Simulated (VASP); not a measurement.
**Sb: single point with PBE**

Crystal: Sb.

```xyz
2
Lattice="0.0000 3.4985 3.4985 3.4985 0.0000 3.4985 3.4985 3.4985 0.0000" Properties=species:S:1:pos:R:3 pbc="T T T"
Sb    0.8746    0.8746    0.8746
Sb    6.1223    6.1223    6.1223
```

```yaml
Program: VASP 6.6.1
Task: single point
Functional: PBE
Potentials_or_basis: VASP PAW PBE potentials, release 64 (Sb)
Cutoff: 520 eV
k_mesh: 13 × 13 × 13
Occupations: fermi-dirac, width 0.1 eV
Spin: no spin polarisation
Dipole_correction: no
Further_INCAR_settings: ALGO = Normal; EDIFF = 1e-07; NBANDS = 12
```

The pressure is -0.1 GPa. The band gap on the k mesh is zero (band 5 reaches 4.35 eV, above the bottom of band 6 at 3.45 eV).

Levels at points of the mesh, in eV from the Fermi level:
| k point | band 1 | band 2 | band 3 | band 4 | band 5 | band 6 | band 7 | band 8 | band 9 | band 10 |
| --- | --- | --- | --- | --- | --- | --- | --- | --- | --- | --- |
| (0.00, 0.00, 0.00) | -11.42 | -5.41 | -1.76 | -1.76 | -1.76 | 0.52 | 0.52 | 0.52 | 3.95 | 6.33 |

It took 100 s on 1 thread of AMD EPYC 7R13 Processor (Zen 3), on a shared host, peak memory 0.24 GiB.

Caveat: spin-orbit coupling is left out, which moves the levels of the heavy elements.
